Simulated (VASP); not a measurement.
CsI, 2 atoms in the cell. Symmetry: Pm-3m, No. 221, cubic system. Conventional cell: a = 4.567 Å, b = 4.567 Å, c = 4.567 Å, α = 90.00°, β = 90.00°, γ = 90.00°. Within 5.2 Å of Cs (site symmetry m-3m) lie 8 I at 3.95 Å and 6 Cs at 4.57 Å. I (site symmetry m-3m) has 8 Cs at 3.95 Å and 6 I at 4.57 Å within 5.2 Å. 

| Item | Value |
| --- | --- |
| Program | VASP 6.6.1 |
| Task | single point |
| Functional | PBE |
| Potentials or basis | VASP PAW PBE potentials, release 64 (Cs_sv, I) |
| Cutoff | 500 eV |
| k mesh | 6 × 6 × 6 |
| Occupations | fermi-dirac, width 0.02 eV |
| Spin | no spin polarisation |
| Dipole correction | no |
| Further INCAR settings | ALGO = Normal; EDIFF = 1e-06; NBANDS = 15 |

Potentials or basis: VASP PAW PBE potentials, release 64 (Cs_sv, I).

Launch:

```sh
$ cat potpaw_PBE.64/Cs_sv/POTCAR potpaw_PBE.64/I/POTCAR > POTCAR
$ mpirun -np 1 vasp_std > vasp.out
```

Hardware: 1 thread of Intel(R) Xeon(R) Platinum 8488C (Sapphire Rapids), with other jobs on the host.

Question: How long does it take, and how much memory?

Answer: It took 30 s on 1 thread of Intel(R) Xeon(R) Platinum 8488C (Sapphire Rapids) (shared host), peak memory 0.21 GiB. Counts: scf iterations 12, k points 20.
